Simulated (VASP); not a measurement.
# MnS (P6_3mc) in VASP: further runs, part 2 of 2

VASP 6.6.1. The steps go on from the part before.

## (4) Relaxation of cell and atoms, PBE

This run uses another cell than the first one, of 15.52 Å³/atom.

INCAR reads:

```
PREC     = Accurate       # precision mode
ENCUT    = 600            # plane-wave cutoff, eV
EDIFF    = 1E-7           # SCF threshold, eV
ISMEAR   = 0              # smearing method
SIGMA    = 0.05           # smearing width, eV
LREAL    = F              # projectors in reciprocal space
LASPH    = T              # aspherical terms in the spheres
NELM     = 60             # most SCF steps
ALGO     = Normal         # electronic algorithm
ISIF     = 3              # what is computed and relaxed
LWAVE    = F              # write WAVECAR
LCHARG   = F              # write CHGCAR
GGA      = PE             # functional
IBRION   = 2              # ionic algorithm
NSW      = 50             # ionic steps
EDIFFG   = -0.01          # ionic threshold
```

KPOINTS reads:

```
Automatic mesh
0
Gamma
  12 12 6
```

POSCAR reads:

```
MnS
1.0
    3.4605806135      0.0000000000      0.0000000000
   -1.7302903067      2.9969507231      0.0000000000
    0.0000000000      0.0000000000      5.9865265010
Mn S
2 2
Direct
    0.3333333333      0.6666666667      0.0096723900
    0.6666666667      0.3333333333      0.5096723900
    0.3333333333      0.6666666667      0.3753276100
    0.6666666667      0.3333333333      0.8753276100
```

Command:

```console
cat potpaw_PBE.64/Mn_pv/POTCAR potpaw_PBE.64/S/POTCAR > POTCAR
mpirun -np 1 vasp_std > vasp.out
```

Wall time 3.5 min (1 thread of AMD EPYC 9R45 (Zen 5), shared host); peak memory 0.23 GiB.

Results (log left out):

| Item | Value |
| --- | --- |
| Free energy | -27.0493 eV |
| Relaxed volume | 15.52 Å³/atom |
| Relaxed cell | a = 3.453 Å, b = 3.453 Å, c = 6.013 Å, α = 90.00°, β = 90.00°, γ = 120.00° |
| Space group after relaxing (to 0.1 Å) | P6_3mc (No. 186) |
| Energy gained by relaxing | 0.2 meV/atom |
| Ionic steps | 5 |
| Pressure after relaxing | 0.0 GPa |
| Largest force after relaxing | 0.005 eV/Å |
| Band gap on the k mesh | zero (bands 19 and 20 overlap by 1.19 eV) |

Forces in eV/Å, atoms in the order of the input:
```
Mn   0.000  0.000 -0.005
Mn   0.000  0.000 -0.005
S    0.000  0.000  0.005
S    0.000  0.000  0.005
```

Stress tensor (GPa, compression positive):
```
-0.07  0.00  0.00
 0.00 -0.07  0.00
 0.00  0.00  0.02
```

The path:
```
step  energy change (eV)  largest force (eV/Å)  pressure (GPa)  volume (Å³)
   1              0.0000                0.0428            0.11        62.09
   2             -0.0002                0.0080           -0.14        62.19
   3             -0.0002                0.0032           -0.12        62.18
   4             -0.0004                0.0030           -0.08        62.15
   5             -0.0006                0.0046           -0.04        62.10
```

Final structure:
```cif
data_structure
_symmetry_space_group_name_H-M 'P 1'
_symmetry_Int_Tables_number 1
_cell_length_a 3.4533
_cell_length_b 3.4533
_cell_length_c 6.0130
_cell_angle_alpha 90.000
_cell_angle_beta 90.000
_cell_angle_gamma 120.000
_cell_volume 62.10
loop_
_atom_site_label
_atom_site_type_symbol
_atom_site_fract_x
_atom_site_fract_y
_atom_site_fract_z
_atom_site_occupancy
Mn1 Mn 0.33333 0.66667 0.01044 1
Mn2 Mn 0.66667 0.33333 0.51044 1
S1 S 0.33333 0.66667 0.37456 1
S2 S 0.66667 0.33333 0.87456 1
```

Levels at points of the mesh, in eV from the Fermi level:
| k point | band 17 | band 18 | band 19 | band 20 | band 21 | band 22 |
| --- | --- | --- | --- | --- | --- | --- |
| (0.00, 0.00, 0.00) | -0.48 | -0.44 | -0.44 | 2.02 | 2.02 | 3.21 |
| (0.50, 0.00, 0.00) | -0.26 | -0.19 | -0.18 | -0.04 | 0.32 | 0.41 |
| (0.00, 0.00, 0.50) | -0.65 | -0.65 | 0.99 | 0.99 | 2.69 | 2.69 |
| (0.50, 0.00, 0.50) | -0.25 | -0.25 | -0.21 | -0.21 | 0.82 | 0.82 |

Caveat: the run has no spin polarisation, though such a crystal can be magnetic; semilocal functionals often make such compounds metallic where correlation or magnetic order opens a gap, which also shifts bond lengths. With open d or f shells a metallic result of PBE can be an artefact of self-interaction; +U or a hybrid may open a gap.

## (5) Relaxation of shape and atoms at fixed volume, PBE (15.82 Å³/atom)

This run uses another cell than the first one, of 15.82 Å³/atom.

INCAR reads:

```
PREC     = Accurate       # precision mode
ENCUT    = 600            # plane-wave cutoff, eV
EDIFF    = 1E-7           # SCF threshold, eV
ISMEAR   = 0              # smearing method
SIGMA    = 0.05           # smearing width, eV
LREAL    = False          # projectors in reciprocal space
LASPH    = True           # aspherical terms in the spheres
NELM     = 80             # most SCF steps
ALGO     = Normal         # electronic algorithm
ISIF     = 4              # what is computed and relaxed
LWAVE    = False          # write WAVECAR
LCHARG   = False          # write CHGCAR
GGA      = PE             # functional
IBRION   = 2              # ionic algorithm
NSW      = 60             # ionic steps
EDIFFG   = -0.01          # ionic threshold
```

KPOINTS is that of step 4.

POSCAR reads:

```
MnS
1.0
    3.4744448950      0.0000000000      0.0000000000
   -1.7372224475      3.0089575431      0.0000000000
    0.0000000000      0.0000000000      6.0523957630
Mn S
2 2
Direct
    0.3333333333      0.6666666667      0.0104739061
    0.6666666667      0.3333333333      0.5104739061
    0.3333333333      0.6666666667      0.3745260939
    0.6666666667      0.3333333333      0.8745260939
```

Potentials or basis: VASP PAW PBE potentials, release 64 (Mn_pv, S).

Command:

```console
cat potpaw_PBE.64/Mn_pv/POTCAR potpaw_PBE.64/S/POTCAR > POTCAR
mpirun -np 1 vasp_std > vasp.out
```

OUTCAR:

```text
PREC = Accurate
   ENCUT = 600
   EDIFF = 1E-7
   ISMEAR = 0
   LREAL = False
   LASPH = True
   NELM = 80
   ISIF = 4
   GGA = PE
   IBRION = 2
   NSW = 60
   EDIFFG = -0.01

 ion  position               nearest neighbor table
   1  0.333  0.667  0.010-   4 2.17   4 2.17   4 2.17   3 2.20
   2  0.667  0.333  0.510-   3 2.17   3 2.17   3 2.17   4 2.20
   3  0.333  0.667  0.375-   2 2.17   2 2.17   2 2.17   1 2.20
   4  0.667  0.333  0.875-   1 2.17   1 2.17   1 2.17   2 2.20

  LATTYP: Found a hexagonal cell.
 ALAT       =     3.4744448950
 C/A-ratio  =     1.7419748898

  Lattice vectors:

 A1 = (   3.4744448950,   0.0000000000,   0.0000000000)
 A2 = (  -1.7372224475,   3.0089575431,   0.0000000000)
 A3 = (   0.0000000000,   0.0000000000,   6.0523957630)

Analysis of symmetry for initial positions (statically):
=====================================================================
 Subroutine PRICEL returns:
 Original cell was already a primitive cell.

 Routine SETGRP: Setting up the symmetry group for a
 hexagonal supercell.

 Subroutine GETGRP returns: Found 12 space group operations
 (whereof  6 operations were pure point group operations)
 out of a pool of 24 trial point group operations.

The static configuration has the point symmetry C_3v.
 The point group associated with its full space group is C_6v.

Analysis of symmetry for dynamics (positions and initial velocities):
=====================================================================
 Subroutine PRICEL returns:
 Original cell was already a primitive cell.

 Routine SETGRP: Setting up the symmetry group for a
 hexagonal supercell.

 Subroutine GETGRP returns: Found 12 space group operations
 (whereof  6 operations were pure point group operations)
 out of a pool of 24 trial point group operations.

The dynamic configuration has the point symmetry C_3v.
 The point group associated with its full space group is C_6v.

 Subroutine INISYM returns: Found 12 space group operations
 (whereof  6 operations are pure point group operations),
 and found     1 'primitive' translations

----------------------------------------------------------------------------------------

                                     Primitive cell

  volume of cell :      63.2745

  direct lattice vectors                    reciprocal lattice vectors
     3.474444895  0.000000000  0.000000000     0.287815761  0.166170507  0.000000000
    -1.737222447  3.008957543  0.000000000     0.000000000  0.332341014  0.000000000
     0.000000000  0.000000000  6.052395763     0.000000000  0.000000000  0.165223829

  length of vectors
     3.474444895  3.474444895  6.052395763     0.332341014  0.332341014  0.165223829

  position of ions in fractional coordinates (direct lattice)
     0.333333333  0.666666667  0.010473906
     0.666666667  0.333333333  0.510473906
     0.333333333  0.666666667  0.374526094
     0.666666667  0.333333333  0.874526094

  ion indices of the primitive-cell ions
[... 27 lines left out ...]
 Subroutine IBZKPT returns following result:
 ===========================================

 Found     76 irreducible k-points:

 Following reciprocal coordinates:
            Coordinates               Weight
  0.000000  0.000000  0.000000      1.000000
  0.083333  0.000000  0.000000      6.000000
  0.166667  0.000000  0.000000      6.000000
  0.250000  0.000000  0.000000      6.000000
  0.333333  0.000000  0.000000      6.000000
  0.416667  0.000000  0.000000      6.000000
[... 16 lines left out ...]
  0.250000  0.000000  0.166667     12.000000
  0.333333  0.000000  0.166667     12.000000
 [... further k-points ...]
   k-points           NKPTS =     76   k-points in BZ     NKDIM =     76   number of bands    NBANDS=     23
   number of dos      NEDOS =    301   number of ions     NIONS =      4
   total plane-waves  NPLWV =  37632
   dimension x,y,z NGX =    28 NGY =   28 NGZ =   48
   dimension x,y,z NGXF=    56 NGYF=   56 NGZF=   96
   ions per type =               2   2
   NGX,Y,Z   is equivalent  to a cutoff of  13.40, 13.40, 13.18 a.u.
   NGXF,Y,Z  is equivalent  to a cutoff of  26.79, 26.79, 26.37 a.u.
 SYSTEM =  unknown system
   PREC   = accura    normal or accurate (medium, high low for compatibility)
   ISTART =      0    job   : 0-new  1-cont  2-samecut
   ICHARG =      2    charge: 1-file 2-atom 10-const
   ISPIN  =      1    spin polarized calculation?
   LNONCOLLINEAR =      F non collinear calculations
   LSORBIT =      F    spin-orbit coupling
   LASPH  =      T    aspherical Exc in radial PAW
   ENCUT  =  600.0 eV  44.10 Ry    6.64 a.u.   6.94  6.94 12.09*2*pi/ulx,y,z
   NELM   =     80;   NELMIN=  2; NELMDL= -5     # of ELM steps
   EDIFF  = 0.1E-06   stopping-criterion for ELM
   LREAL  =      F    real-space projection
   EDIFFG = -.1E-01   stopping-criterion for IOM
   NSW    =     60    number of steps for IOM
   IBRION =      2    ionic relax: 0-MD 1-quasi-New 2-CG
   NFREE  =      1    steps in history (QN), initial steepest desc. (CG)
   ISIF   =      4    stress and relaxation
   ISYM   =      2    0-nonsym 1-usesym 2-fastsym
   POTIM  = 0.5000    time-step for ionic-motion
   TEBEG  =    0.0;   TEEND  =   0.0 temperature during run
   PSTRESS=    0.0 pullay stress
   NELECT =      38.0000    total number of electrons
   NUPDOWN=      -1.0000    fix difference up-down
   EMIN   =  10.00;   EMAX   =-10.00  energy-range for DOS
   EFERMI =   0.00;   METHOD = LEGACY
   ISMEAR =     0;   SIGMA  =   0.05  broadening in eV -4-tet -1-fermi 0-gaus
   EFERMI_NEDOS =   21; number of points for ismear=-14 and -15
   IALGO  =     38    algorithm
   IMIX   =      4    mixing-type and parameters
     AMIX     =   0.40;   BMIX     =  1.00
     AMIX_MAG =   1.60;   BMIX_MAG =  1.00
  volume/ion in A,a.u.               =      15.82       106.75
  Fermi-wavevector in a.u.,A,eV,Ry     =   1.381210  2.610109 25.956399  1.907741
  Thomas-Fermi vector in A             =   2.506016
   LORBIT       =      0    0 simple, 1 ext, 2 COOP (PROOUT), +10 PAW based schemes
   GGA     = PE    functional components
   LHFCALC =     F    Hartree Fock is set to
   AEXX    =    0.0000 exact exchange contribution
   IVDW    =     0    specifies the selected vdW correction
   LEPSILON=     F    determine dielectric tensor
   LRPA    =     F    only Hartree local field effects (RPA)
 conjugate gradient relaxation of ions
 non-spin polarized calculation
 Gauss-broadening in eV      SIGMA  =   0.05
  energy-cutoff  :      600.00
  volume of cell :       63.27
 maximum number of plane-waves:      2130
 NGX is ok and might be reduce to    28
   NGX = 13   NGY = 13   NGZ = 25

--------------------------------------- Ionic step        1  -------------------------------------------

 number of electron      38.0000016 magnetization

 Free energy of the ion-electron system (eV)
  ---------------------------------------------------
  ext. energy  EPLUGINS =         0.00000000
  ---------------------------------------------------
  free energy    TOTEN  =       -27.04059484 eV

  energy without entropy =      -27.03344722  energy(sigma->0) =      -27.03702103

------------------------ aborting loop because EDIFF is reached ----------------------------------------

  FORCE on cell =-STRESS in cart. coord.  units (eV):
  Direction    XX          YY          ZZ          XY          YZ          ZX
  --------------------------------------------------------------------------------------
  -------------------------------------------------------------------------------------
  Total       -0.9341450     -0.9341450     -0.9733530      0.0000000      0.0000000      0.0000000
  in kB      -23.6535367    -23.6535367    -24.6463246      0.0000000      0.0000000      0.0000000
  external PRESSURE =     -23.9844660 kB  Pullay stress =       0.0000000 kB
[... 139 lines left out ...]
--------------------------------------- Ionic step        5  -------------------------------------------

 number of electron      38.0000017 magnetization

 Free energy of the ion-electron system (eV)
  ---------------------------------------------------
  ext. energy  EPLUGINS =         0.00000000
  ---------------------------------------------------
  free energy    TOTEN  =       -27.04092772 eV

  energy without entropy =      -27.03363650  energy(sigma->0) =      -27.03728211

 E-fermi :   6.9334     XC(G=0): -11.0139

 val. band max:        6.9294034025   @ k =   0.3333   0.1667   0.3333
 cond. band min:       6.9346713423   @ k =   0.4167   0.1667   0.3333
 fundamental gap:      0.0052679398
 Fermi energy:         6.9334109671

 k-point     1 :       0.0000    0.0000    0.0000
  band No.  band energies     occupation
      1     -40.8588      2.00000
      2     -40.8415      2.00000
      3     -40.7075      2.00000
      4     -40.7075      2.00000
      5     -40.7052      2.00000
      6     -40.7052      2.00000
[... 613 lines left out ...]
     22       8.1198      0.00000
     23       8.8281      0.00000

 [... further k-points ...]
[... 5 lines left out ...]
  --------------------------------------------------------------------------------------
  -------------------------------------------------------------------------------------
  Total       -0.9092124     -0.9092124     -0.9214097      0.0000000      0.0000000      0.0000000
  in kB      -23.0222171    -23.0222171    -23.3310650      0.0000000      0.0000000      0.0000000
  external PRESSURE =     -23.1251664 kB  Pullay stress =       0.0000000 kB
[... 19 lines left out ...]
  FREE ENERGIE OF THE ION-ELECTRON SYSTEM (eV)
  ---------------------------------------------------
  free  energy   TOTEN  =       -27.0409277176 eV

  energy  without entropy=      -27.0336364978  energy(sigma->0) =      -27.03728211

 reached required accuracy - stopping structural energy minimisation
```

Run time: 3.3 min. Hardware: 1 thread of AMD EPYC 9R45 (Zen 5), shared host; peak memory 0.23 GiB.

Results:

```yaml
Free_energy: -27.0409 eV
Energy_gained_by_relaxing: 0.1 meV/atom
Ionic_steps: 5
Pressure_after_relaxing: -2.3 GPa
Band_gap_on_the_k_mesh: zero (bands 19 and 20 overlap by 1.19 eV)
```

Forces in eV/Å, atoms in the order of the input:
```
Mn   0.000  0.000 -0.002
Mn   0.000  0.000 -0.002
S    0.000  0.000  0.002
S    0.000  0.000  0.002
```

Step by step:
```csv
step,energy change (eV),largest force (eV/Å),pressure (GPa),volume (Å³)
1,0.0000,0.0388,-2.40,63.27
2,-0.0001,0.0086,-2.36,63.27
3,-0.0001,0.0054,-2.37,63.27
4,-0.0003,0.0022,-2.33,63.27
5,-0.0003,0.0025,-2.31,63.27
```

Final structure:
```xyz
4
Lattice="3.4795 0.0000 0.0000 -1.7398 3.0133 0.0000 0.0000 0.0000 6.0348" Properties=species:S:1:pos:R:3 pbc="T T T"
Mn    0.0000    2.0089    0.0600
Mn    1.7398    1.0044    3.0774
S     0.0000    2.0089    2.2634
S     1.7398    1.0044    5.2808
```

Caveat: the run has no spin polarisation, though such a crystal can be magnetic; semilocal functionals often make such compounds metallic where correlation or magnetic order opens a gap, which also shifts bond lengths.

## (6) The runs side by side

| task | cell | gap on the mesh (eV) | pressure (GPa) | largest force (eV/Å) |
| --- | --- | --- | --- | --- |
| relaxation of shape and atoms at fixed volume | relaxed from a = 3.398, b = 3.398, c = 5.956 Å, angles 90.0, 90.0, 120.0°, 4 atoms, atomic positions A | none | 5.6 | 0.01 |
| relaxation of shape and atoms at fixed volume | relaxed from a = 3.428, b = 3.428, c = 5.972 Å, angles 90.0, 90.0, 120.0°, 4 atoms, atomic positions B | none | 2.8 | 0.01 |
| relaxation of cell and atoms | relaxed from a = 3.461, b = 3.461, c = 5.987 Å, angles 90.0, 90.0, 120.0°, 4 atoms, atomic positions C | none | 0.0 | - |
| relaxation of shape and atoms at fixed volume | relaxed from a = 3.474, b = 3.474, c = 6.052 Å, angles 90.0, 90.0, 120.0°, 4 atoms, atomic positions B | none | -2.3 | - |

Alike in all rows: level PBE; potentials or basis VASP PAW PBE potentials, release 64 (Mn_pv, S); no spin polarisation; k mesh 12 × 12 × 6; cutoff (eV) 600; smearing gaussian 0.05 eV.

Caveats: the run has no spin polarisation, though such a crystal can be magnetic; semilocal functionals often make such compounds metallic where correlation or magnetic order opens a gap, which also shifts bond lengths.

Absolute energies hang on the potentials; compare differences alone.
